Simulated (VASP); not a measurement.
# Ca (I4_1/amd) in VASP: a series of runs

The runs below take Ca through single point, with PBE.

Program: VASP 6.6.1. These are calculated values, not measurements. Logs are shortened: lines on timing, memory, paths and dates and some standing lists are left out, and cuts for length are marked.

## (1) The cell of the first run

Symmetry: I4_1/amd, No. 141, tetragonal system. Conventional cell: a = 7.028 Å, b = 7.028 Å, c = 3.832 Å, α = 90.00°, β = 90.00°, γ = 90.00°. Ca (site symmetry -4m2) has 10 Ca at 3.64 to 4.54 Å within 4.8 Å.

## (2) Single point, PBE (Sr replaced by Ca, lengths x 0.942, strained)

Contents of INCAR:

```
SYSTEM = Ca
  PREC = Accurate
  ENCUT = 520
  EDIFF = 1E-6
  ISMEAR = 0
  SIGMA = 0.1
  LREAL = .FALSE.
  LASPH = .TRUE.
  NELM = 100
  ALGO = Normal
  ISIF = 2
  LWAVE = .FALSE.
  LCHARG = .FALSE.
  GGA = PE
  NBANDS = 17
```

Contents of KPOINTS:

```
regular mesh
0
G
  6 6 6
  0 0 0
```

Contents of POSCAR:

```
Ca
1.0
   -3.5141764157      3.5141764157      1.9160901047
    3.5141764157     -3.5141764157      1.9160901047
    3.5141764157      3.5141764157     -1.9160901047
Ca
2
Direct
    0.7500000000      0.2500000000      0.5000000000
    0.0000000000      0.0000000000      0.0000000000
```

Potentials or basis: VASP PAW PBE potentials, release 64 (Ca_sv).

Command:

```bash
> cat potpaw_PBE.64/Ca_sv/POTCAR > POTCAR
> mpirun -np 1 vasp_std > vasp.out
```

OUTCAR:

```text
SYSTEM = Ca
   PREC = Accurate
   ENCUT = 520
   EDIFF = 1E-6
   ISMEAR = 0
   LREAL = .FALSE.
   LASPH = .TRUE.
   NELM = 100
   ISIF = 2
   GGA = PE

 ion  position               nearest neighbor table
   1  0.750  0.250  0.500-
   2  0.000  0.000  0.000-

  LATTYP: Found a body centered tetragonal cell.
 ALAT       =     7.0283528314
 C/A-ratio  =     0.5452458494

  Lattice vectors:

 A1 = (  -3.5141764157,   3.5141764157,   1.9160901047)
 A2 = (   3.5141764157,  -3.5141764157,   1.9160901047)
 A3 = (   3.5141764157,   3.5141764157,  -1.9160901047)

Analysis of symmetry for initial positions (statically):
=====================================================================
 Subroutine PRICEL returns:
 Original cell was already a primitive cell.

 Routine SETGRP: Setting up the symmetry group for a
 body centered tetragonal supercell.

 Subroutine GETGRP returns: Found 16 space group operations
 (whereof  8 operations were pure point group operations)
 out of a pool of 16 trial point group operations.

The static configuration has the point symmetry D_2d.
 The point group associated with its full space group is D_4h.

Analysis of symmetry for dynamics (positions and initial velocities):
=====================================================================
 Subroutine PRICEL returns:
 Original cell was already a primitive cell.

 Routine SETGRP: Setting up the symmetry group for a
 body centered tetragonal supercell.

 Subroutine GETGRP returns: Found 16 space group operations
 (whereof  8 operations were pure point group operations)
 out of a pool of 16 trial point group operations.

The dynamic configuration has the point symmetry D_2d.
 The point group associated with its full space group is D_4h.

 Subroutine INISYM returns: Found 16 space group operations
 (whereof  8 operations are pure point group operations),
 and found     1 'primitive' translations

----------------------------------------------------------------------------------------

                                     Primitive cell

  volume of cell :      94.6505

  direct lattice vectors                    reciprocal lattice vectors
    -3.514176416  3.514176416  1.916090105     0.000000000  0.142280848  0.260948062
     3.514176416 -3.514176416  1.916090105     0.142280848  0.000000000  0.260948062
     3.514176416  3.514176416 -1.916090105     0.142280848  0.142280848  0.000000000

  length of vectors
     5.326375226  5.326375226  5.326375226     0.297216640  0.297216640  0.201215505

  position of ions in fractional coordinates (direct lattice)
     0.750000000  0.250000000  0.500000000
     0.000000000  0.000000000  0.000000000

  ion indices of the primitive-cell ions
   primitive index   ion index
                 1           1
                 2           2

----------------------------------------------------------------------------------------

 KPOINTS: regular mesh

Automatic generation of k-mesh.
 Grid dimensions read from file:
 generate k-points for:    6    6    6

 Generating k-lattice:

  Cartesian coordinates                     Fractional coordinates (reciprocal lattice)
     0.000000000  0.023713475  0.043491344     0.166666667  0.000000000 -0.000000000
     0.023713475  0.000000000  0.043491344     0.000000000  0.166666667 -0.000000000
     0.023713475  0.023713475  0.000000000     0.000000000  0.000000000  0.166666667

  Length of vectors
     0.049536107  0.049536107  0.033535917

  Shift w.r.t. Gamma in fractional coordinates (k-lattice)
     0.000000000  0.000000000  0.000000000

 Subroutine IBZKPT returns following result:
 ===========================================

 Found     30 irreducible k-points:

 Following reciprocal coordinates:
            Coordinates               Weight
  0.000000  0.000000  0.000000      1.000000
  0.166667  0.000000  0.000000      8.000000
  0.333333  0.000000 -0.000000      8.000000
  0.500000  0.000000  0.000000      4.000000
  0.166667  0.166667  0.000000      8.000000
  0.333333  0.166667 -0.000000     16.000000
[... 16 lines left out ...]
 -0.333333 -0.333333  0.166667      8.000000
 -0.166667 -0.333333  0.166667      8.000000
 [... further k-points ...]
   k-points           NKPTS =     30   k-points in BZ     NKDIM =     30   number of bands    NBANDS=     17
   number of dos      NEDOS =    301   number of ions     NIONS =      2
   total plane-waves  NPLWV =  64000
   dimension x,y,z NGX =    40 NGY =   40 NGZ =   40
   dimension x,y,z NGXF=    80 NGYF=   80 NGZF=   80
   ions per type =               2
   NGX,Y,Z   is equivalent  to a cutoff of  12.48, 12.48, 12.48 a.u.
   NGXF,Y,Z  is equivalent  to a cutoff of  24.97, 24.97, 24.97 a.u.
 SYSTEM =  Ca
   PREC   = accura    normal or accurate (medium, high low for compatibility)
   ISTART =      0    job   : 0-new  1-cont  2-samecut
   ICHARG =      2    charge: 1-file 2-atom 10-const
   ISPIN  =      1    spin polarized calculation?
   LNONCOLLINEAR =      F non collinear calculations
   LSORBIT =      F    spin-orbit coupling
   LASPH  =      T    aspherical Exc in radial PAW
   ENCUT  =  520.0 eV  38.22 Ry    6.18 a.u.   9.90  9.90  9.90*2*pi/ulx,y,z
   NELM   =    100;   NELMIN=  2; NELMDL= -5     # of ELM steps
   EDIFF  = 0.1E-05   stopping-criterion for ELM
   LREAL  =      F    real-space projection
   EDIFFG = 0.1E-04   stopping-criterion for IOM
   NSW    =      0    number of steps for IOM
   IBRION =     -1    ionic relax: 0-MD 1-quasi-New 2-CG
   NFREE  =      0    steps in history (QN), initial steepest desc. (CG)
   ISIF   =      2    stress and relaxation
   ISYM   =      2    0-nonsym 1-usesym 2-fastsym
   POTIM  = 0.5000    time-step for ionic-motion
   TEBEG  =    0.0;   TEEND  =   0.0 temperature during run
   PSTRESS=    0.0 pullay stress
   NELECT =      20.0000    total number of electrons
   NUPDOWN=      -1.0000    fix difference up-down
   EMIN   =  10.00;   EMAX   =-10.00  energy-range for DOS
   EFERMI =   0.00;   METHOD = LEGACY
   ISMEAR =     0;   SIGMA  =   0.10  broadening in eV -4-tet -1-fermi 0-gaus
   EFERMI_NEDOS =   21; number of points for ismear=-14 and -15
   IALGO  =     38    algorithm
   IMIX   =      4    mixing-type and parameters
     AMIX     =   0.40;   BMIX     =  1.00
     AMIX_MAG =   1.60;   BMIX_MAG =  1.00
  volume/ion in A,a.u.               =      47.33       319.37
  Fermi-wavevector in a.u.,A,eV,Ry     =   0.975088  1.842649 12.936373  0.950797
  Thomas-Fermi vector in A             =   2.105600
   LORBIT       =      0    0 simple, 1 ext, 2 COOP (PROOUT), +10 PAW based schemes
   GGA     = PE    functional components
   LHFCALC =     F    Hartree Fock is set to
   AEXX    =    0.0000 exact exchange contribution
   IVDW    =     0    specifies the selected vdW correction
   LEPSILON=     F    determine dielectric tensor
   LRPA    =     F    only Hartree local field effects (RPA)
 non-spin polarized calculation
 Gauss-broadening in eV      SIGMA  =   0.10
  energy-cutoff  :      520.00
  volume of cell :       94.65
 maximum number of plane-waves:      2566
   NGX = 19   NGY = 19   NGZ = 19

 number of electron      19.9999999 magnetization

 Free energy of the ion-electron system (eV)
  ---------------------------------------------------
  ext. energy  EPLUGINS =         0.00000000
  ---------------------------------------------------
  free energy    TOTEN  =        -3.32504371 eV

  energy without entropy =       -3.31131246  energy(sigma->0) =       -3.31817809

 E-fermi :   1.5015     XC(G=0):  -7.3792

 val. band max:        1.4999128859   @ k =  -0.3333  -0.3333   0.3333
 cond. band min:       1.5338522921   @ k =   0.1667   0.0000   0.0000
 fundamental gap:      0.0339394061
 Fermi energy:         1.5015057825

 k-point     1 :       0.0000    0.0000    0.0000
  band No.  band energies     occupation
      1     -40.9017      2.00000
      2     -40.8786      2.00000
      3     -21.9326      2.00000
      4     -21.9326      2.00000
      5     -21.8225      2.00000
      6     -21.8204      2.00000
[... 9 lines left out ...]
     16       4.4403      0.00000
     17       4.4434      0.00000

 k-point     2 :       0.1667    0.0000    0.0000
  band No.  band energies     occupation
      1     -40.8990      2.00000
      2     -40.8784      2.00000
      3     -21.9309      2.00000
      4     -21.9223      2.00000
      5     -21.8460      2.00000
      6     -21.8419      2.00000
[... 9 lines left out ...]
     16       3.8956      0.00000
     17       3.9956      0.00000

 k-point     3 :       0.3333    0.0000   -0.0000
  band No.  band energies     occupation
      1     -40.8931      2.00000
      2     -40.8786      2.00000
      3     -21.9275      2.00000
      4     -21.9100      2.00000
      5     -21.8910      2.00000
      6     -21.8713      2.00000
[... 9 lines left out ...]
     16       3.6577      0.00000
     17       4.2157      0.00000

 k-point     4 :       0.5000    0.0000    0.0000
  band No.  band energies     occupation
      1     -40.8897      2.00000
      2     -40.8791      2.00000
      3     -21.9258      2.00000
      4     -21.9222      2.00000
      5     -21.9115      2.00000
      6     -21.8604      2.00000
[... 9 lines left out ...]
     16       3.9037      0.00000
     17       4.4261      0.00000
[... 343 lines left out ...]
      1     -40.8903      2.00000
      2     -40.8813      2.00000
      3     -21.9324      2.00000
      4     -21.9168      2.00000
      5     -21.8882      2.00000
      6     -21.8757      2.00000
[... 9 lines left out ...]
     16       3.8286      0.00000
     17       4.4510      0.00000

 k-point    23 :      -0.3333   -0.3333    0.1667
  band No.  band energies     occupation
      1     -40.8902      2.00000
      2     -40.8814      2.00000
      3     -21.9314      2.00000
      4     -21.9262      2.00000
      5     -21.8860      2.00000
      6     -21.8824      2.00000
[... 9 lines left out ...]
     16       3.7809      0.00000
     17       4.3883      0.00000

 k-point    24 :      -0.1667   -0.3333    0.1667
  band No.  band energies     occupation
      1     -40.8914      2.00000
      2     -40.8774      2.00000
      3     -21.9269      2.00000
      4     -21.9261      2.00000
      5     -21.9057      2.00000
      6     -21.9000      2.00000
[... 9 lines left out ...]
     16       3.5275      0.00000
     17       4.8435      0.00000

 [... further k-points ...]

------------------------ aborting loop because EDIFF is reached ----------------------------------------

  FORCE on cell =-STRESS in cart. coord.  units (eV):
  Direction    XX          YY          ZZ          XY          YZ          ZX
  --------------------------------------------------------------------------------------
  -------------------------------------------------------------------------------------
  Total       -0.5747743     -0.5747743     -0.8835814      0.0000000      0.0000000      0.0000000
  in kB       -9.7293742     -9.7293742    -14.9566431      0.0000000      0.0000000      0.0000000
  external PRESSURE =     -11.4717971 kB  Pullay stress =       0.0000000 kB

 VOLUME and BASIS-vectors are now :
 -----------------------------------------------------------------------------
  energy-cutoff  :      520.00
  volume of cell :       94.65
      direct lattice vectors                 reciprocal lattice vectors
    -3.514176416  3.514176416  1.916090105     0.000000000  0.142280848  0.260948062
     3.514176416 -3.514176416  1.916090105     0.142280848  0.000000000  0.260948062
     3.514176416  3.514176416 -1.916090105     0.142280848  0.142280848  0.000000000

 POSITION                                       TOTAL-FORCE (eV/Angst)
 -----------------------------------------------------------------------------------
     -0.00000      3.51418      0.95805        -0.000000      0.000000     -0.000000
      0.00000      0.00000      0.00000         0.000000     -0.000000      0.000000
 -----------------------------------------------------------------------------------
    total drift:                               -0.000000      0.000000     -0.000000

  FREE ENERGIE OF THE ION-ELECTRON SYSTEM (eV)
  ---------------------------------------------------
  free  energy   TOTEN  =        -3.3250437150 eV

  energy  without entropy=       -3.3113124568  energy(sigma->0) =       -3.31817809
```

It took 26 s on 1 thread of Intel Xeon 6975P-C (Granite Rapids), shared host; peak memory 0.24 GiB.

Results:

```
Free energy            : -3.3250 eV
Pressure               : -1.1 GPa
Band gap on the k mesh : zero (bands 10 and 11 overlap by 1.11 eV)
```

Stress tensor (GPa, compression positive):
```
-0.97  0.00  0.00
 0.00 -0.97  0.00
 0.00  0.00 -1.50
```

Caveat: the cell differs from its parent crystal (Sr replaced by Ca, lengths x 0.942, strained).

## (3) Single point, PBE (Sr replaced by Ca, lengths x 0.942, strained)

Contents of INCAR:

```
PREC = Accurate ; ENCUT = 520
EDIFF = 1E-7 ; ISMEAR = 0
SIGMA = 0.1 ; LREAL = F
LASPH = T ; NELM = 100
ALGO = Normal ; ISIF = 2
LWAVE = F ; LCHARG = F
GGA = PE ; NBANDS = 17
```

Contents of KPOINTS:

```
Automatic mesh
0
Gamma
  12 12 12
```

POSCAR is that of step 2.

Potentials or basis: VASP PAW PBE potentials, release 64 (Ca_sv).

Command:

```bash
> cat potpaw_PBE.64/Ca_sv/POTCAR > POTCAR
> mpirun -np 1 vasp_std > vasp.out
```

It took 2.2 min on 1 thread of Intel Xeon 6975P-C (Granite Rapids), shared host; peak memory 0.39 GiB.

It converged, with:

* Free energy: -3.3187 eV
* Pressure: -1.1 GPa
* Band gap on the k mesh: zero (bands 10 and 11 overlap by 1.11 eV)

Stress tensor (GPa, compression positive):
```
-0.94  0.00  0.00
 0.00 -0.94  0.00
 0.00  0.00 -1.37
```

Levels at points of the mesh, in eV from the Fermi level:
```
           k point  band 8  band 9  band 10  band 11  band 12  band 13
(0.00, 0.00, 0.00)  -23.29   -3.75    -0.10     0.76     1.11     1.63
(0.50, 0.00, 0.00)  -23.28   -0.84    -0.36     0.17     1.04     1.24
(0.50, 0.50, 0.00)  -23.29   -2.13    -2.13     1.12     1.12     1.42
(0.50, 0.50, 0.50)  -23.27   -1.13    -1.13    -0.44    -0.44     1.56
```

Caveat: the cell differs from its parent crystal (Sr replaced by Ca, lengths x 0.942, strained).
